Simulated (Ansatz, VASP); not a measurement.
# Al2O3: VASP beside Ansatz

INCAR

```
SYSTEM = Al2O3
PREC = Accurate
ENCUT = 520
EDIFF = 1E-7
ISMEAR = 0
SIGMA = 0.05
LREAL = .FALSE.
LASPH = .TRUE.
NELM = 60
ALGO = Normal
ISIF = 2
LWAVE = .FALSE.
LCHARG = .FALSE.
GGA = PE
NBANDS = 35
```

File KPOINTS:

```
regular mesh
0
G
  6 6 6
  0 0 0
```

File POSCAR:

```
Al2O3
1.0
    2.5897113169      1.4951705259      3.7692384980
   -2.5897113169      1.4951705259      3.7692384980
    0.0000000000     -2.9903410518      3.7692384980
Al O
4 6
Direct
    0.8635611633      0.8635611633      0.8635611633
    0.6364388367      0.6364388367      0.6364388367
    0.1364388367      0.1364388367      0.1364388367
    0.3635611633      0.3635611633      0.3635611633
    0.0561574040      0.4438425960      0.7500000000
    0.7500000000      0.0561574040      0.4438425960
    0.4438425960      0.7500000000      0.0561574040
    0.9438425960      0.5561574040      0.2500000000
    0.2500000000      0.9438425960      0.5561574040
    0.5561574040      0.2500000000      0.9438425960
```

Input for Ansatz:

```yaml
crystal:
  lattice:
    - [2.5897113169, 1.4951705259, 3.769238498]
    - [-2.5897113169, 1.4951705259, 3.769238498]
    - [0.0, -2.9903410518, 3.769238498]
  atoms:
    - { symbol: Al, position: [0.8635611633, 0.8635611633, 0.8635611633] }
    - { symbol: Al, position: [0.6364388367, 0.6364388367, 0.6364388367] }
    - { symbol: Al, position: [0.1364388367, 0.1364388367, 0.1364388367] }
    - { symbol: Al, position: [0.3635611633, 0.3635611633, 0.3635611633] }
    - { symbol: O, position: [0.056157404, 0.443842596, 0.75] }
    - { symbol: O, position: [0.75, 0.056157404, 0.443842596] }
    - { symbol: O, position: [0.443842596, 0.75, 0.056157404] }
    - { symbol: O, position: [0.943842596, 0.556157404, 0.25] }
    - { symbol: O, position: [0.25, 0.943842596, 0.556157404] }
    - { symbol: O, position: [0.556157404, 0.25, 0.943842596] }
basis:
  ecutwfc: 520.0
kpoints:
  mp_grid: { grid: [6, 6, 6] }
hamiltonian:
  xc: pbe
  pseudopotentials: { kind: paw, azcp: { folder: soft_1 } }
scf:
  occupations: { method: gaussian, width: 0.05 }
output:
  forces: true
  stress: true
  eigenvalues: true
  write_density: true
  write_potential: true
  elf: true
  volumetric_format: npy
```

Alike in both runs: task single point; functional PBE; k mesh 6 × 6 × 6; occupations gaussian, width 0.05 eV; no spin polarisation.

|  | VASP | Ansatz |
| --- | --- | --- |
| version | VASP 6.6.1 | Ansatz 0.2.0 |
| potentials or method | VASP PAW PBE potentials, release 64 (Al, O), cutoff 520 eV | scalar-relativistic, plane waves, PAW |
| valence electrons in the cell | 48 | 48 |

Ansatz gave:

| Property | Result |
| --- | --- |
| gap on the k mesh at the Fermi level (eV) | 3.13 |
| least direct gap on the mesh (eV) | 3.13 |
| pressure (GPa) | -2.1 |
| traceless stress, the component that is largest in VASP (GPa) | 41.75 |
| rms of the force components (eV/Å) | 0.275 |

Q: Which values does VASP return?

A: gap on the k mesh at the Fermi level (eV): 3.11; least direct gap on the mesh (eV): 3.11; pressure (GPa): -2.1; traceless stress, the component that is largest in VASP (GPa): 41.72; rms of the force components (eV/Å): 0.273.

Atom by atom the forces differ by 0.003 eV/Å (rms over components).
